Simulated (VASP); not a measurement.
# TiW3C4 (P-6m2) in VASP: single point with PBE

Aim: the single point of TiW3C4 with PBE.

Everything below comes from runs of VASP 6.6.1. Logs are shortened: lines on timing, memory, paths and dates and some standing lists are left out, and cuts for length are marked.

### Step 1. The cell of the first run

It takes space group P-6m2 (No. 187, hexagonal). Conventional cell: a = 2.940 Å, b = 2.940 Å, c = 11.303 Å, α = 90.00°, β = 90.00°, γ = 120.00°. Within 3.0 Å of Ti (site symmetry -6m2) lie 6 C at 2.24 Å and 2 W at 2.80 Å and 6 Ti at 2.94 Å. Within 3.0 Å of W (site symmetry 3m) lie 6 C at 2.16 to 2.23 Å and 1 Ti at 2.80 Å and 7 W at 2.85 to 2.94 Å. W (site symmetry -6m2) has 6 C at 2.20 Å and 8 W at 2.85 to 2.94 Å within 3.0 Å. Within 3.0 Å of C (site symmetry 3m) lie 3 W at 2.16 Å and 3 Ti at 2.24 Å and 8 C at 2.79 to 2.94 Å. C (site symmetry 3m) has 6 W at 2.20 to 2.23 Å and 8 C at 2.79 to 2.94 Å within 3.0 Å.

### Step 2. Single point, PBE, collinear spin

POSCAR

```
TiW3C4
1.0
    2.9395307508      0.0000000000      0.0000000000
   -1.4697653754      2.5457083054      0.0000000000
    0.0000000000      0.0000000000     11.3034756292
Ti W C
1 3 4
Direct
    0.0000000000      0.0000000000      0.0000000000
    0.0000000000      0.0000000000      0.7523959931
    0.0000000000      0.0000000000      0.2476040069
    0.0000000000      0.0000000000      0.5000000000
    0.6666666667      0.3333333333      0.8712209929
    0.6666666667      0.3333333333      0.1287790071
    0.6666666667      0.3333333333      0.3755035887
    0.6666666667      0.3333333333      0.6244964113
```

INCAR.step1

```
ALGO     = Normal         # electronic algorithm
EDIFF    = 1E-6           # SCF threshold, eV
ENCUT    = 520            # plane-wave cutoff, eV
GGA      = PE             # functional
GGA_COMPAT= False        
ISIF     = 2              # what is computed and relaxed
ISMEAR   = 0              # smearing method
ISPIN    = 2              # spin polarisation
KPAR     = 4            
LASPH    = True           # aspherical terms in the spheres
LCHARG   = True           # write CHGCAR
LMAXMIX  = 4              # l up to which the mixer works
LORBIT   = 11             # projections on sites
LREAL    = False          # projectors in reciprocal space
LWAVE    = False          # write WAVECAR
MAGMOM   = 0.34 0 0 0 0 0 0 0 # initial moments
NBANDS   = 49             # bands
NEDOS    = 2001           # points of the DOS
NELM     = 200            # most SCF steps
PREC     = Accurate       # precision mode
SIGMA    = 0.1            # smearing width, eV
```

KPOINTS.step1

```
k-points
0
Gamma
  12 12 4
```

INCAR.step2

```
ALGO     = Normal         # electronic algorithm
EDIFF    = 1E-6           # SCF threshold, eV
ENCUT    = 520            # plane-wave cutoff, eV
GGA      = PE             # functional
GGA_COMPAT= False        
ICHARG   = 11             # starting density
ISIF     = 2              # what is computed and relaxed
ISMEAR   = -5             # smearing method
ISPIN    = 2              # spin polarisation
KPAR     = 4            
LASPH    = True           # aspherical terms in the spheres
LCHARG   = False          # write CHGCAR
LMAXMIX  = 4              # l up to which the mixer works
LORBIT   = 10             # projections on sites
LREAL    = False          # projectors in reciprocal space
LWAVE    = False          # write WAVECAR
MAGMOM   = 0.34 0 0 0 0 0 0 0 # initial moments
NBANDS   = 49             # bands
NEDOS    = 1001           # points of the DOS
NELM     = 200            # most SCF steps
PREC     = Accurate       # precision mode
SIGMA    = 0.1            # smearing width, eV
```

KPOINTS.step2

```
k-points
0
Gamma
  18 18 6
```

Potentials or basis: VASP PAW PBE potentials, release 64 (Ti_sv, W_sv, C).

Run with:

```
cat potpaw_PBE.64/Ti_sv/POTCAR potpaw_PBE.64/W_sv/POTCAR potpaw_PBE.64/C/POTCAR > POTCAR
cp INCAR.step1 INCAR
cp KPOINTS.step1 KPOINTS
mpirun -np 4 vasp_std > vasp.out
cp INCAR.step2 INCAR
cp KPOINTS.step2 KPOINTS
mpirun -np 4 vasp_std > vasp.out
```

OUTCAR:

```text
EDIFF = 1E-6
   ENCUT = 520
   GGA = PE
   ICHARG = 11
   ISIF = 2
   ISMEAR = -5
   ISPIN = 2
   LASPH = True
   LORBIT = 10
   LREAL = False
   NELM = 200
   PREC = Accurate

 ion  position               nearest neighbor table
   1  0.000  0.000  0.000-   5 2.24   6 2.24   5 2.24   6 2.24   5 2.24   6 2.24   2 2.80   3 2.80

   2  0.000  0.000  0.752-   5 2.16   5 2.16   5 2.16   8 2.23   8 2.23   8 2.23   1 2.80   4 2.85

   3  0.000  0.000  0.248-   6 2.16   6 2.16   6 2.16   7 2.23   7 2.23   7 2.23   1 2.80   4 2.85

   4  0.000  0.000  0.500-   7 2.20   8 2.20   7 2.20   8 2.20   7 2.20   8 2.20   2 2.85   3 2.85

   5  0.667  0.333  0.871-   2 2.16   2 2.16   2 2.16   1 2.24   1 2.24   1 2.24
   6  0.667  0.333  0.129-   3 2.16   3 2.16   3 2.16   1 2.24   1 2.24   1 2.24
   7  0.667  0.333  0.376-   4 2.20   4 2.20   4 2.20   3 2.23   3 2.23   3 2.23
   8  0.667  0.333  0.624-   4 2.20   4 2.20   4 2.20   2 2.23   2 2.23   2 2.23

  LATTYP: Found a hexagonal cell.
 ALAT       =     2.9395307508
 C/A-ratio  =     3.8453333499

  Lattice vectors:

 A1 = (   2.9395307508,   0.0000000000,   0.0000000000)
 A2 = (  -1.4697653754,   2.5457083054,   0.0000000000)
 A3 = (   0.0000000000,   0.0000000000,  11.3034756292)

Analysis of symmetry for initial positions (statically):
=====================================================================
 Subroutine PRICEL returns:
 Original cell was already a primitive cell.

 Routine SETGRP: Setting up the symmetry group for a
 hexagonal supercell.

 Subroutine GETGRP returns: Found 12 space group operations
 (whereof 12 operations were pure point group operations)
 out of a pool of 24 trial point group operations.

The static configuration has the point symmetry D_3h.

Analysis of symmetry for dynamics (positions and initial velocities):
=====================================================================
 Subroutine PRICEL returns:
 Original cell was already a primitive cell.

 Routine SETGRP: Setting up the symmetry group for a
 hexagonal supercell.

 Subroutine GETGRP returns: Found 12 space group operations
 (whereof 12 operations were pure point group operations)
 out of a pool of 24 trial point group operations.

The dynamic configuration has the point symmetry D_3h.

Analysis of structural, dynamic, and magnetic symmetry:
=====================================================================
 Subroutine PRICEL returns:
 Original cell was already a primitive cell.

 Routine SETGRP: Setting up the symmetry group for a
 hexagonal supercell.

 Subroutine GETGRP returns: Found 12 space group operations
 (whereof 12 operations were pure point group operations)
 out of a pool of 24 trial point group operations.

The overall configuration has the point symmetry D_3h.

 Subroutine INISYM returns: Found 12 space group operations
 (whereof 12 operations are pure point group operations),
 and found     1 'primitive' translations

----------------------------------------------------------------------------------------

                                     Primitive cell

  volume of cell :      84.5860

  direct lattice vectors                    reciprocal lattice vectors
     2.939530751  0.000000000  0.000000000     0.340190352  0.196408991  0.000000000
    -1.469765375  2.545708305  0.000000000     0.000000000  0.392817982  0.000000000
     0.000000000  0.000000000 11.303475629     0.000000000  0.000000000  0.088468364

  length of vectors
     2.939530751  2.939530751 11.303475629     0.392817982  0.392817982  0.088468364

  position of ions in fractional coordinates (direct lattice)
     0.000000000  0.000000000  0.000000000
     0.000000000  0.000000000  0.752395993
     0.000000000  0.000000000  0.247604007
     0.000000000  0.000000000  0.500000000
     0.666666667  0.333333333  0.871220993
     0.666666667  0.333333333  0.128779007
     0.666666667  0.333333333  0.375503589
     0.666666667  0.333333333  0.624496411

  ion indices of the primitive-cell ions
   primitive index   ion index
                 1           1
                 2           2
[... 64 lines left out ...]
   total plane-waves  NPLWV =  48384
   dimension x,y,z NGX =    24 NGY =   24 NGZ =   84
   dimension x,y,z NGXF=    48 NGYF=   48 NGZF=  168
   ions per type =               1   3   4
   NGX,Y,Z   is equivalent  to a cutoff of  13.57, 13.57, 12.35 a.u.
   NGXF,Y,Z  is equivalent  to a cutoff of  27.15, 27.15, 24.71 a.u.
 SYSTEM =  unknown system
   PREC   = accura    normal or accurate (medium, high low for compatibility)
   ISTART =      0    job   : 0-new  1-cont  2-samecut
   ICHARG =     11    charge: 1-file 2-atom 10-const
   ISPIN  =      2    spin polarized calculation?
   LNONCOLLINEAR =      F non collinear calculations
   LSORBIT =      F    spin-orbit coupling
   LASPH  =      T    aspherical Exc in radial PAW
   ENCUT  =  520.0 eV  38.22 Ry    6.18 a.u.   5.47  5.47 21.02*2*pi/ulx,y,z
   NELM   =    200;   NELMIN=  2; NELMDL=  0     # of ELM steps
   EDIFF  = 0.1E-05   stopping-criterion for ELM
   LREAL  =      F    real-space projection
   EDIFFG = 0.1E-04   stopping-criterion for IOM
   NSW    =      0    number of steps for IOM
   IBRION =     -1    ionic relax: 0-MD 1-quasi-New 2-CG
   NFREE  =      0    steps in history (QN), initial steepest desc. (CG)
   ISIF   =      2    stress and relaxation
   ISYM   =      2    0-nonsym 1-usesym 2-fastsym
   POTIM  = 0.5000    time-step for ionic-motion
   TEBEG  =    0.0;   TEEND  =   0.0 temperature during run
   PSTRESS=    0.0 pullay stress
   NELECT =      70.0000    total number of electrons
   NUPDOWN=      -1.0000    fix difference up-down
   EMIN   =  10.00;   EMAX   =-10.00  energy-range for DOS
   EFERMI =   0.00;   METHOD = LEGACY
   ISMEAR =    -5;   SIGMA  =   0.10  broadening in eV -4-tet -1-fermi 0-gaus
   EFERMI_NEDOS =   21; number of points for ismear=-14 and -15
   IALGO  =     38    algorithm
   IMIX   =      4    mixing-type and parameters
     AMIX     =   0.40;   BMIX     =  1.00
     AMIX_MAG =   1.60;   BMIX_MAG =  1.00
  volume/ion in A,a.u.               =      10.57        71.35
  Fermi-wavevector in a.u.,A,eV,Ry     =   1.537003  2.904514 32.142094  2.362377
  Thomas-Fermi vector in A             =   2.643572
   LORBIT       =     10    0 simple, 1 ext, 2 COOP (PROOUT), +10 PAW based schemes
   GGA     = PE    functional components
   LHFCALC =     F    Hartree Fock is set to
   AEXX    =    0.0000 exact exchange contribution
   IVDW    =     0    specifies the selected vdW correction
   LEPSILON=     F    determine dielectric tensor
   LRPA    =     F    only Hartree local field effects (RPA)
 spin polarized calculation
 Fermi weights with tetrahedron method with Bloechl corrections
  energy-cutoff  :      520.00
  volume of cell :       84.59
 maximum number of plane-waves:      2347
 NGX is ok and might be reduce to    24

 number of electron      70.0000007 magnetization       0.0003739

 Free energy of the ion-electron system (eV)
  ---------------------------------------------------
  ext. energy  EPLUGINS =         0.00000000
  ---------------------------------------------------
  free energy    TOTEN  =       -84.67174582 eV

  energy without entropy =      -84.67174582  energy(sigma->0) =      -84.67174582

 E-fermi :  10.1713     XC(G=0): -13.3727

 val. band max:       10.1998275254   @ k =   0.4444  -0.0000   0.3333
 cond. band min:      10.1712592834   @ k =   0.1111   0.1111   0.5000
 fundamental gap:     -0.0285682420
 Fermi energy:        10.1713039965

 spin component 1

 k-point     1 :       0.0000    0.0000    0.0000
  band No.  band energies     occupation
      1     -63.6572      1.00000
      2     -63.5441      1.00000
      3     -63.5424      1.00000
      4     -46.3834      1.00000
      5     -28.1707      1.00000
      6     -27.8457      1.00000
[... 1189 lines left out ...]
     46      15.5291      0.00000
     47      16.4009      0.00000

 [... further k-points ...]

 spin component 2

 k-point     1 :       0.0000    0.0000    0.0000
  band No.  band energies     occupation
      1     -63.6572      1.00000
      2     -63.5441      1.00000
      3     -63.5424      1.00000
      4     -46.3832      1.00000
      5     -28.1707      1.00000
      6     -27.8457      1.00000
[... 1189 lines left out ...]
     46      15.5291      0.00000
     47      16.4009      0.00000

 [... further k-points ...]

 [bands above 47 left out]

------------------------ aborting loop because EDIFF is reached ----------------------------------------

  FORCE on cell =-STRESS in cart. coord.  units (eV):
  Direction    XX          YY          ZZ          XY          YZ          ZX
  --------------------------------------------------------------------------------------
  -------------------------------------------------------------------------------------
  Total        0.3968341      0.3968341      0.2209929      0.0000000      0.0000000      0.0000000
  in kB        7.5165912      7.5165912      4.1859143      0.0000000      0.0000000      0.0000000
  external PRESSURE =       6.4063656 kB  Pullay stress =       0.0000000 kB

 VOLUME and BASIS-vectors are now :
 -----------------------------------------------------------------------------
  energy-cutoff  :      520.00
  volume of cell :       84.59
      direct lattice vectors                 reciprocal lattice vectors
     2.939530751  0.000000000  0.000000000     0.340190352  0.196408991  0.000000000
    -1.469765375  2.545708305  0.000000000     0.000000000  0.392817982  0.000000000
     0.000000000  0.000000000 11.303475629     0.000000000  0.000000000  0.088468364

 POSITION                                       TOTAL-FORCE (eV/Angst)
 -----------------------------------------------------------------------------------
      0.00000      0.00000      0.00000         0.000000      0.000000      0.000000
      0.00000      0.00000      8.50469         0.000000     -0.000000     -0.055371
      0.00000      0.00000      2.79879         0.000000     -0.000000      0.055371
      0.00000      0.00000      5.65174         0.000000     -0.000000      0.000000
      1.46977      0.84857      9.84783         0.000000     -0.000000      0.136016
      1.46977      0.84857      1.45565         0.000000      0.000000     -0.136016
      1.46977      0.84857      4.24450        -0.000000      0.000000     -0.028206
      1.46977      0.84857      7.05898        -0.000000     -0.000000      0.028206
 -----------------------------------------------------------------------------------
    total drift:                               -0.000015      0.000009      0.000000

  FREE ENERGIE OF THE ION-ELECTRON SYSTEM (eV)
  ---------------------------------------------------
  free  energy   TOTEN  =       -84.6717458242 eV

  energy  without entropy=      -84.6717458242  energy(sigma->0) =      -84.67174582

 total charge

# of ion       s       p       d       tot
------------------------------------------
    1        2.204   6.210   1.966  10.380
    2        2.349   6.406   3.397  12.152
    3        2.349   6.406   3.397  12.152
    4        2.343   6.409   3.373  12.125
    5        0.870   1.541   0.000   2.411
    6        0.870   1.541   0.000   2.411
    7        0.853   1.555   0.000   2.408
    8        0.853   1.555   0.000   2.408
--------------------------------------------------
tot         12.692  31.622  12.133  56.447

 magnetization (x)

# of ion       s       p       d       tot
------------------------------------------
    1        0.000   0.000   0.000   0.000
    2        0.000   0.000   0.000   0.000
    3        0.000   0.000   0.000   0.000
    4       -0.000  -0.000   0.000   0.000
    5        0.000   0.000   0.000   0.000
    6        0.000   0.000   0.000   0.000
    7        0.000   0.000   0.000   0.000
    8        0.000   0.000   0.000   0.000
--------------------------------------------------
tot          0.000   0.000   0.000   0.000
```

It took 8.7 min on 4 MPI ranks of Oxide Virtual Turin-like, shared host; peak memory 0.86 GiB.

Results:

* Net moment: 0.00 μB per cell
* Valence electrons inside the program's atomic spheres: Ti 10.38; W 12.15, 12.12 (each value once); C 2.41

Levels at points of the mesh, in eV from the Fermi level:
Spin up:
```
           k point  band 31  band 32  band 33  band 34  band 35  band 36  band 37  band 38  band 39  band 40
(0.00, 0.00, 0.00)    -1.50    -1.50     0.22     0.22     0.52     1.11     1.11     1.30     1.30     1.59
(0.50, 0.00, 0.00)    -2.20    -1.91    -0.35    -0.22    -0.08     0.76     2.70     3.40     3.66     3.97
(0.00, 0.00, 0.50)    -1.54    -1.54     0.23     0.23     0.46     0.61     0.61     1.00     2.32     2.32
(0.50, 0.00, 0.50)    -1.38    -1.34    -1.13    -0.74     0.31     0.70     3.25     3.26     3.85     3.87
```
Spin down:
```tsv
k point	band 31	band 32	band 33	band 34	band 35	band 36	band 37	band 38	band 39	band 40
(0.00, 0.00, 0.00)	-1.50	-1.50	0.22	0.22	0.52	1.11	1.11	1.30	1.30	1.59
(0.50, 0.00, 0.00)	-2.20	-1.91	-0.35	-0.22	-0.08	0.76	2.70	3.40	3.66	3.97
(0.00, 0.00, 0.50)	-1.54	-1.54	0.23	0.23	0.46	0.61	0.61	1.00	2.32	2.32
(0.50, 0.00, 0.50)	-1.38	-1.34	-1.13	-0.74	0.31	0.70	3.25	3.26	3.85	3.87
```

Caveat: spin-orbit coupling is left out, which moves the levels of the heavy elements.
